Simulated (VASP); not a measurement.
# CdSe (I-43m) in VASP: a series of runs

The runs below take CdSe through single point, relaxation of cell and atoms, with PBE.

All numbers are computed with VASP 6.6.1; they aren't measurements. Logs are shortened: lines on timing, memory, paths and dates and some standing lists are left out, and cuts for length are marked.

## 1. The cell of the first run

The structure is cubic, space group I-43m (No. 217). The conventional cell has a = 8.459 Å, b = 8.459 Å, c = 8.459 Å, α = 90.00°, β = 90.00°, γ = 90.00°. Cd (site symmetry 3m) has 4 Se at 2.59 to 2.73 Å within 3.4 Å. Within 3.4 Å of Se (site symmetry 3m) lie 4 Cd at 2.59 to 2.73 Å.

## 2. Single point, PBE

Input file INCAR:

```
PREC = Accurate
ENCUT = 520
EDIFF = 1E-6
ISMEAR = 0
SIGMA = 0.02
LREAL = False
LASPH = True
NELM = 100
ALGO = Normal
ISIF = 2
LWAVE = False
LCHARG = False
GGA = PE
NBANDS = 46
```

Input file KPOINTS:

```
Automatic mesh
0
Gamma
  6 6 6
```

Input file POSCAR:

```
CdSe
1.0
   -4.2296079929      4.2296079929      4.2296079929
    4.2296079929     -4.2296079929      4.2296079929
    4.2296079929      4.2296079929     -4.2296079929
Cd Se
4 4
Direct
    0.3191740331      0.0000000000      0.0000000000
    0.6808259669      0.6808259669      0.6808259669
    0.0000000000      0.3191740331      0.0000000000
    0.0000000000      0.0000000000      0.3191740331
    0.0000000000      0.6732160426      0.0000000000
    0.3267839574      0.3267839574      0.3267839574
    0.6732160426      0.0000000000      0.0000000000
    0.0000000000      0.0000000000      0.6732160426
```

Potentials or basis: VASP PAW PBE potentials, release 64 (Cd, Se).

Run with:

```
$ cat potpaw_PBE.64/Cd/POTCAR potpaw_PBE.64/Se/POTCAR > POTCAR
$ mpirun -np 1 vasp_std > vasp.out
```

OUTCAR:

```text
PREC = Accurate
   ENCUT = 520
   EDIFF = 1E-6
   ISMEAR = 0
   LREAL = False
   LASPH = True
   NELM = 100
   ISIF = 2
   GGA = PE

 ion  position               nearest neighbor table
   1  0.319  0.000  0.000-   7 2.59   6 2.73   5 2.73   8 2.73
   2  0.681  0.681  0.681-   6 2.59   5 2.73   7 2.73   8 2.73
   3  0.000  0.319  0.000-   5 2.59   6 2.73   7 2.73   8 2.73
   4  0.000  0.000  0.319-   8 2.59   6 2.73   7 2.73   5 2.73
   5  0.000  0.673  0.000-   3 2.59   2 2.73   1 2.73   4 2.73
   6  0.327  0.327  0.327-   2 2.59   1 2.73   3 2.73   4 2.73
   7  0.673  0.000  0.000-   1 2.59   2 2.73   3 2.73   4 2.73
   8  0.000  0.000  0.673-   4 2.59   2 2.73   3 2.73   1 2.73

  LATTYP: Found a body centered cubic cell.
 ALAT       =     8.4592159858

  Lattice vectors:

 A1 = (  -4.2296079929,   4.2296079929,   4.2296079929)
 A2 = (   4.2296079929,  -4.2296079929,   4.2296079929)
 A3 = (   4.2296079929,   4.2296079929,  -4.2296079929)

Analysis of symmetry for initial positions (statically):
=====================================================================
 Subroutine PRICEL returns:
 Original cell was already a primitive cell.

 Routine SETGRP: Setting up the symmetry group for a
 body centered cubic supercell.

 Subroutine GETGRP returns: Found 24 space group operations
 (whereof 24 operations were pure point group operations)
 out of a pool of 48 trial point group operations.

The static configuration has the point symmetry T_d .

Analysis of symmetry for dynamics (positions and initial velocities):
=====================================================================
 Subroutine PRICEL returns:
 Original cell was already a primitive cell.

 Routine SETGRP: Setting up the symmetry group for a
 body centered cubic supercell.

 Subroutine GETGRP returns: Found 24 space group operations
 (whereof 24 operations were pure point group operations)
 out of a pool of 48 trial point group operations.

The dynamic configuration has the point symmetry T_d .

 Subroutine INISYM returns: Found 24 space group operations
 (whereof 24 operations are pure point group operations),
 and found     1 'primitive' translations

[... 97 lines left out ...]
   EDIFF  = 0.1E-05   stopping-criterion for ELM
   LREAL  =      F    real-space projection
   EDIFFG = 0.1E-04   stopping-criterion for IOM
   NSW    =      0    number of steps for IOM
   IBRION =     -1    ionic relax: 0-MD 1-quasi-New 2-CG
   NFREE  =      0    steps in history (QN), initial steepest desc. (CG)
   ISIF   =      2    stress and relaxation
   ISYM   =      2    0-nonsym 1-usesym 2-fastsym
   POTIM  = 0.5000    time-step for ionic-motion
   TEBEG  =    0.0;   TEEND  =   0.0 temperature during run
   PSTRESS=    0.0 pullay stress
   NELECT =      72.0000    total number of electrons
   NUPDOWN=      -1.0000    fix difference up-down
   EMIN   =  10.00;   EMAX   =-10.00  energy-range for DOS
   EFERMI =   0.00;   METHOD = LEGACY
   ISMEAR =     0;   SIGMA  =   0.02  broadening in eV -4-tet -1-fermi 0-gaus
   EFERMI_NEDOS =   21; number of points for ismear=-14 and -15
   IALGO  =     38    algorithm
   IMIX   =      4    mixing-type and parameters
     AMIX     =   0.40;   BMIX     =  1.00
     AMIX_MAG =   1.60;   BMIX_MAG =  1.00
  volume/ion in A,a.u.               =      37.83       255.31
  Fermi-wavevector in a.u.,A,eV,Ry     =   1.014376  1.916892 13.999827  1.028958
  Thomas-Fermi vector in A             =   2.147600
   LORBIT       =      0    0 simple, 1 ext, 2 COOP (PROOUT), +10 PAW based schemes
   GGA     = PE    functional components
   LHFCALC =     F    Hartree Fock is set to
   AEXX    =    0.0000 exact exchange contribution
   IVDW    =     0    specifies the selected vdW correction
   LEPSILON=     F    determine dielectric tensor
   LRPA    =     F    only Hartree local field effects (RPA)
 non-spin polarized calculation
 Gauss-broadening in eV      SIGMA  =   0.02
  energy-cutoff  :      520.00
  volume of cell :      302.66
 maximum number of plane-waves:      8190
   NGX = 27   NGY = 27   NGZ = 27

 number of electron      71.9999997 magnetization

 Free energy of the ion-electron system (eV)
  ---------------------------------------------------
  ext. energy  EPLUGINS =         0.00000000
  ---------------------------------------------------
  free energy    TOTEN  =       -21.06898904 eV

  energy without entropy =      -21.06898904  energy(sigma->0) =      -21.06898904

 E-fermi :  -0.8267     XC(G=0):  -7.2679

 val. band max:       -0.9459933299   @ k =   0.5000   0.5000   0.5000
 cond. band min:      -0.0356072182   @ k =   0.0000   0.0000   0.0000
 fundamental gap:      0.9103861117
 Fermi energy:        -0.8266954135

 k-point     1 :       0.0000    0.0000    0.0000
  band No.  band energies     occupation
      1     -13.0370      2.00000
      2     -12.5317      2.00000
      3     -12.5317      2.00000
      4     -12.5317      2.00000
      5      -8.6100      2.00000
      6      -8.6100      2.00000
[... 773 lines left out ...]
     45       5.2208      0.00000
     46       5.3069      0.00000

------------------------ aborting loop because EDIFF is reached ----------------------------------------

  FORCE on cell =-STRESS in cart. coord.  units (eV):
  Direction    XX          YY          ZZ          XY          YZ          ZX
  --------------------------------------------------------------------------------------
  -------------------------------------------------------------------------------------
  Total        0.4115974      0.4115974      0.4115974     -0.0000000      0.0000000     -0.0000000
  in kB        2.1788273      2.1788273      2.1788273     -0.0000000      0.0000000     -0.0000000
  external PRESSURE =       2.1788273 kB  Pullay stress =       0.0000000 kB

 VOLUME and BASIS-vectors are now :
 -----------------------------------------------------------------------------
  energy-cutoff  :      520.00
  volume of cell :      302.66
      direct lattice vectors                 reciprocal lattice vectors
    -4.229607993  4.229607993  4.229607993     0.000000000  0.118214265  0.118214265
     4.229607993 -4.229607993  4.229607993     0.118214265  0.000000000  0.118214265
     4.229607993  4.229607993 -4.229607993     0.118214265  0.118214265  0.000000000

 POSITION                                       TOTAL-FORCE (eV/Angst)
 -----------------------------------------------------------------------------------
     -1.34998      1.34998      1.34998         0.004936     -0.004936     -0.004936
      2.87963      2.87963      2.87963         0.004936      0.004936      0.004936
      1.34998     -1.34998      1.34998        -0.004936      0.004936     -0.004936
      1.34998      1.34998     -1.34998        -0.004936     -0.004936      0.004936
      2.84744     -2.84744      2.84744        -0.007157      0.007157     -0.007157
      1.38217      1.38217      1.38217         0.007157      0.007157      0.007157
     -2.84744      2.84744      2.84744         0.007157     -0.007157     -0.007157
      2.84744      2.84744     -2.84744        -0.007157     -0.007157      0.007157
 -----------------------------------------------------------------------------------
    total drift:                               -0.000002     -0.000002     -0.000005

  FREE ENERGIE OF THE ION-ELECTRON SYSTEM (eV)
  ---------------------------------------------------
  free  energy   TOTEN  =       -21.0689890408 eV

  energy  without entropy=      -21.0689890408  energy(sigma->0) =      -21.06898904
```

OSZICAR:

```text
N       E                     dE             d eps       ncg     rms          rms(c)
DAV:   1     0.493667157993E+03    0.49367E+03   -0.32479E+04  1472   0.135E+03
DAV:   2     0.109401438558E+02   -0.48273E+03   -0.47031E+03  1694   0.329E+02
DAV:   3    -0.223306307857E+02   -0.33271E+02   -0.33072E+02  1720   0.820E+01
DAV:   4    -0.228453706433E+02   -0.51474E+00   -0.51413E+00  1670   0.968E+00
DAV:   5    -0.228517311486E+02   -0.63605E-02   -0.63600E-02  1748   0.102E+00    0.111E+01
DAV:   6    -0.211431208358E+02    0.17086E+01   -0.36192E+00  1680   0.126E+01    0.884E+00
DAV:   7    -0.210698236127E+02    0.73297E-01   -0.12485E+00  1610   0.415E+00    0.390E+00
DAV:   8    -0.210700450618E+02   -0.22145E-03   -0.12811E-01  1598   0.271E+00    0.544E-01
DAV:   9    -0.210685353898E+02    0.15097E-02   -0.28518E-02  1646   0.142E+00    0.199E-01
DAV:  10    -0.210687384717E+02   -0.20308E-03   -0.24723E-03  1594   0.435E-01    0.125E-01
DAV:  11    -0.210691213121E+02   -0.38284E-03   -0.12857E-03  1594   0.178E-01    0.521E-02
DAV:  12    -0.210689837140E+02    0.13760E-03   -0.44200E-04  1650   0.142E-01    0.172E-02
DAV:  13    -0.210689883011E+02   -0.45871E-05   -0.51221E-05  1668   0.268E-02    0.957E-03
DAV:  14    -0.210689890408E+02   -0.73966E-06   -0.20278E-06  1216   0.945E-03
   1 F= -.21068989E+02 E0= -.21068989E+02  d E =-.553248E-19
```

Wall time 2.3 min (1 thread of AMD EPYC 9R45 (Zen 5), shared host); peak memory 0.45 GiB.

Results:

* Free energy: -21.0690 eV
* Pressure: 0.2 GPa
* Largest force: 0.012 eV/Å
* Band gap on the k mesh: 0.91 eV, indirect (least direct gap 0.96 eV)

Forces on the atoms (eV/Å):
```
Cd   0.005 -0.005 -0.005
Cd   0.005  0.005  0.005
Cd  -0.005  0.005 -0.005
Cd  -0.005 -0.005  0.005
Se  -0.007  0.007 -0.007
Se   0.007  0.007  0.007
Se   0.007 -0.007 -0.007
Se  -0.007 -0.007  0.007
```

Levels at points of the mesh, in eV from the valence-band top:
| k point | band 33 | band 34 | band 35 | band 36 | band 37 | band 38 | band 39 | band 40 |
| --- | --- | --- | --- | --- | --- | --- | --- | --- |
| (0.00, 0.00, 0.00) | -0.90 | -0.05 | -0.05 | -0.05 | 0.91 | 3.93 | 3.93 | 3.93 |
| (0.50, 0.00, 0.00) | -0.87 | -0.54 | -0.31 | -0.28 | 2.70 | 3.41 | 3.55 | 4.25 |
| (0.50, 0.50, 0.50) | -1.42 | 0.00 | 0.00 | 0.00 | 3.10 | 3.10 | 3.10 | 3.78 |

## 3. Relaxation of cell and atoms, PBE

This run uses another cell than the first one, of 32.86 Å³/atom, 0.869 times its volume.

Input file INCAR:

```
PREC     = Accurate       # precision mode
ENCUT    = 600            # plane-wave cutoff, eV
EDIFF    = 1E-7           # SCF threshold, eV
ISMEAR   = 0              # smearing method
SIGMA    = 0.1            # smearing width, eV
LREAL    = F              # projectors in reciprocal space
LASPH    = T              # aspherical terms in the spheres
NELM     = 100            # most SCF steps
ALGO     = Normal         # electronic algorithm
ISIF     = 3              # what is computed and relaxed
LWAVE    = F              # write WAVECAR
LCHARG   = F              # write CHGCAR
GGA      = PE             # functional
IBRION   = 2              # ionic algorithm
NSW      = 90             # ionic steps
EDIFFG   = -0.04          # ionic threshold
```

Input file KPOINTS:

```
Automatic mesh
0
Gamma
  4 4 4
```

Input file POSCAR:

```
CdSe
1.0
   -4.0356728200      4.0356728200      4.0356728200
    4.0356728200     -4.0356728200      4.0356728200
    4.0356728200      4.0356728200     -4.0356728200
Cd Se
4 4
Direct
    0.3253069500      0.0000000000      0.0000000000
    0.6746930500      0.6746930500      0.6746930500
    0.0000000000      0.3253069500      0.0000000000
    0.0000000000      0.0000000000      0.3253069500
    0.0000000000      0.6746930500      0.0000000000
    0.3253069500      0.3253069500      0.3253069500
    0.6746930500      0.0000000000      0.0000000000
    0.0000000000      0.0000000000      0.6746930500
```

Potentials or basis: VASP PAW PBE potentials, release 64 (Cd, Se).

Run with:

```
$ cat potpaw_PBE.64/Cd/POTCAR potpaw_PBE.64/Se/POTCAR > POTCAR
$ mpirun -np 1 vasp_std > vasp.out
```

OUTCAR:

```text
PREC = Accurate
   ENCUT = 600
   EDIFF = 1E-7
   ISMEAR = 0
   LREAL = F
   LASPH = T
   NELM = 100
   ISIF = 3
   GGA = PE
   IBRION = 2
   NSW = 90
   EDIFFG = -0.04

 ion  position               nearest neighbor table
   1  0.325  0.000  0.000-   7 2.44   6 2.63   5 2.63   8 2.63   2 3.71   4 3.71   3 3.71
   2  0.675  0.675  0.675-   6 2.44   5 2.63   7 2.63   8 2.63   1 3.71   3 3.71   4 3.71
   3  0.000  0.325  0.000-   5 2.44   6 2.63   7 2.63   8 2.63   2 3.71   4 3.71   1 3.71
   4  0.000  0.000  0.325-   8 2.44   6 2.63   7 2.63   5 2.63   1 3.71   3 3.71   2 3.71
   5  0.000  0.675  0.000-   3 2.44   2 2.63   1 2.63   4 2.63
   6  0.325  0.325  0.325-   2 2.44   1 2.63   3 2.63   4 2.63
   7  0.675  0.000  0.000-   1 2.44   2 2.63   3 2.63   4 2.63
   8  0.000  0.000  0.675-   4 2.44   2 2.63   3 2.63   1 2.63

  LATTYP: Found a body centered cubic cell.
 ALAT       =     8.0713456400

  Lattice vectors:
[... 673 lines left out ...]

[... ionic steps 4 to 8 ...]

--------------------------------------- Ionic step        9  -------------------------------------------

 number of electron      71.9999999 magnetization

------------------------ aborting loop because EDIFF is reached ----------------------------------------
[... 79 lines left out ...]
--------------------------------------- Ionic step       11  -------------------------------------------

 number of electron      72.0000003 magnetization

 Free energy of the ion-electron system (eV)
  ---------------------------------------------------
  ext. energy  EPLUGINS =         0.00000000
  ---------------------------------------------------
  free energy    TOTEN  =       -21.05939115 eV

  energy without entropy =      -21.05939115  energy(sigma->0) =      -21.05939115

 E-fermi :  -0.4897     XC(G=0):  -7.2597

 val. band max:       -0.9554355771   @ k =   0.5000   0.5000   0.5000
 cond. band min:      -0.0525156004   @ k =   0.0000   0.0000   0.0000
 fundamental gap:      0.9029199766
 Fermi energy:        -0.4896692404

 k-point     1 :       0.0000    0.0000    0.0000
  band No.  band energies     occupation
      1     -13.0383      2.00000
      2     -12.5350      2.00000
      3     -12.5350      2.00000
      4     -12.5350      2.00000
      5      -8.6169      2.00000
      6      -8.6169      2.00000
[... 392 lines left out ...]
  FREE ENERGIE OF THE ION-ELECTRON SYSTEM (eV)
  ---------------------------------------------------
  free  energy   TOTEN  =       -21.0593911493 eV

  energy  without entropy=      -21.0593911493  energy(sigma->0) =      -21.05939115

 reached required accuracy - stopping structural energy minimisation
```

OSZICAR:

```text
N       E                     dE             d eps       ncg     rms          rms(c)
DAV:   1     0.553330089955E+03    0.55333E+03   -0.36071E+04   688   0.165E+03
DAV:   2     0.157793042165E+02   -0.53755E+03   -0.52771E+03   779   0.377E+02
DAV:   3    -0.214115693010E+02   -0.37191E+02   -0.37035E+02   812   0.937E+01
[... 114 lines left out ...]
DAV:   3    -0.210594441025E+02    0.25413E-03   -0.77786E-04   741   0.173E-01    0.103E-01
DAV:   4    -0.210593973241E+02    0.46778E-04   -0.72404E-05   733   0.386E-02    0.159E-02
DAV:   5    -0.210593920285E+02    0.52957E-05   -0.15983E-05   725   0.326E-02    0.851E-03
DAV:   6    -0.210593912244E+02    0.80401E-06   -0.18882E-06   736   0.817E-03    0.302E-03
DAV:   7    -0.210593911493E+02    0.75137E-07   -0.18158E-07   427   0.365E-03
  11 F= -.21059391E+02 E0= -.21059391E+02  d E =-.932890E-03
```

Wall time 9.6 min (1 thread of AMD EPYC 9R45 (Zen 5), shared host); peak memory 0.47 GiB.

Results:

* Free energy: -21.0594 eV
* Relaxed volume: 37.91 Å³/atom
* Relaxed cell: a = 7.331 Å, b = 7.331 Å, c = 7.331 Å, α = 109.47°, β = 109.47°, γ = 109.47°
* Space group after relaxing (to 0.05 Å): I-43m (No. 217)
* Energy gained by relaxing: 99.8 meV/atom
* Ionic steps: 11
* Pressure after relaxing: 0.1 GPa
* Largest force after relaxing: 0.013 eV/Å
* Band gap on the k mesh: 0.90 eV, indirect (least direct gap 0.95 eV)

Forces in eV/Å, atoms in the order of the input:
```
Cd   0.008 -0.008 -0.008
Cd   0.008  0.008  0.008
Cd  -0.008  0.008 -0.008
Cd  -0.008 -0.008  0.008
Se  -0.006  0.006 -0.006
Se   0.006  0.006  0.006
Se   0.006 -0.006 -0.006
Se  -0.006 -0.006  0.006
```

Step by step:
```tsv
step	energy change (eV)	largest force (eV/Å)	pressure (GPa)	volume (Å³)
1	0.0000	0.1594	6.98	262.91
2	-0.6888	0.2696	-1.67	321.28
3	-0.7823	0.2455	0.02	303.70
4	-0.7823	0.2470	-0.08	304.56
5	-0.7924	0.0946	-0.05	304.83
6	-0.7929	0.0719	-0.04	304.91
7	-0.7943	0.0645	0.00	304.55
8	-0.7971	0.0425	0.12	303.48
9	-0.7957	0.0145	0.36	301.34
10	-0.7977	0.0269	0.21	302.71
11	-0.7986	0.0134	0.14	303.30
```

Final structure:
```yaml
crystal:
  lattice:
    - [-4.23256, 4.23256, 4.23256]
    - [4.23256, -4.23256, 4.23256]
    - [4.23256, 4.23256, -4.23256]
  atoms:
    - { symbol: Cd, position: [0.31929, 0.00000, 0.00000] }
    - { symbol: Cd, position: [0.68071, 0.68071, 0.68071] }
    - { symbol: Cd, position: [0.00000, 0.31929, 0.00000] }
    - { symbol: Cd, position: [0.00000, 0.00000, 0.31929] }
    - { symbol: Se, position: [0.00000, 0.67331, 0.00000] }
    - { symbol: Se, position: [0.32669, 0.32669, 0.32669] }
    - { symbol: Se, position: [0.67331, 0.00000, 0.00000] }
    - { symbol: Se, position: [0.00000, 0.00000, 0.67331] }
```

Levels at points of the mesh, in eV from the valence-band top:
| k point | band 33 | band 34 | band 35 | band 36 | band 37 | band 38 | band 39 | band 40 |
| --- | --- | --- | --- | --- | --- | --- | --- | --- |
| (0.00, 0.00, 0.00) | -0.89 | -0.05 | -0.05 | -0.05 | 0.90 | 3.92 | 3.92 | 3.92 |
| (0.50, 0.00, 0.00) | -0.87 | -0.54 | -0.31 | -0.28 | 2.70 | 3.40 | 3.54 | 4.25 |
| (0.50, 0.50, 0.50) | -1.41 | 0.00 | 0.00 | 0.00 | 3.09 | 3.09 | 3.09 | 3.78 |

Caveat: the volume moved by over 15 % at a fixed basis, so the end points are rough.
